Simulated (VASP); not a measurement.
# Al2O3: single point with r2SCAN

Crystal: Al2O3.

```
CELL_PARAMETERS angstrom
2.88432 0.00000 0.00000
-1.44216 2.49790 0.00000
0.00000 0.00000 9.33675
ATOMIC_POSITIONS crystal
Al 0.00000 0.00000 0.14999
Al 0.00000 0.00000 0.85001
O 0.33333 0.66667 0.22232
O 0.66667 0.33333 0.00000
O 0.33333 0.66667 0.77768
```

```yaml
Program: VASP 6.6.1
Task: single point
Functional: r2SCAN
Potentials_or_basis: VASP PAW PBE potentials, release 64 (Al, O)
Cutoff: 660 eV
k_mesh: 4 × 4 × 1
Occupations: gaussian, width 0.01 eV
Spin: no spin polarisation
```

- Pressure: -4.9 GPa
- Largest force: 0.454 eV/Å
- Band gap on the k mesh: 5.68 eV (least direct gap 5.83 eV)

Forces in eV/Å, atoms in the order of the input:
```
Al   0.000  0.000  0.155
Al   0.000  0.000 -0.155
O    0.000  0.000 -0.454
O    0.000  0.000  0.000
O    0.000  0.000  0.454
```

Stress tensor (GPa, compression positive):
```
-5.45  0.00  0.00
 0.00 -5.45  0.00
 0.00  0.00 -3.83
```

Levels at points of the mesh, in eV from the valence-band top:
```
           k point  band 9  band 10  band 11  band 12  band 13  band 14  band 15  band 16
(0.00, 0.00, 0.00)   -1.19    -0.48    -0.48    -0.15     5.68     8.37     8.84    10.19
(0.50, 0.00, 0.00)   -1.91    -0.96    -0.74    -0.50     8.77     9.99    10.10    12.11
```

Run time: 100 s on 1 thread of Intel Xeon 8259CL, on a shared host, peak memory 0.21 GiB.

Caveat: the k points lie up to 0.67 Å⁻¹ apart; the PAW data sets were made with another functional, which shifts forces and pressure a little; an odd mesh through Γ misses points on the zone boundary, where band edges can lie.
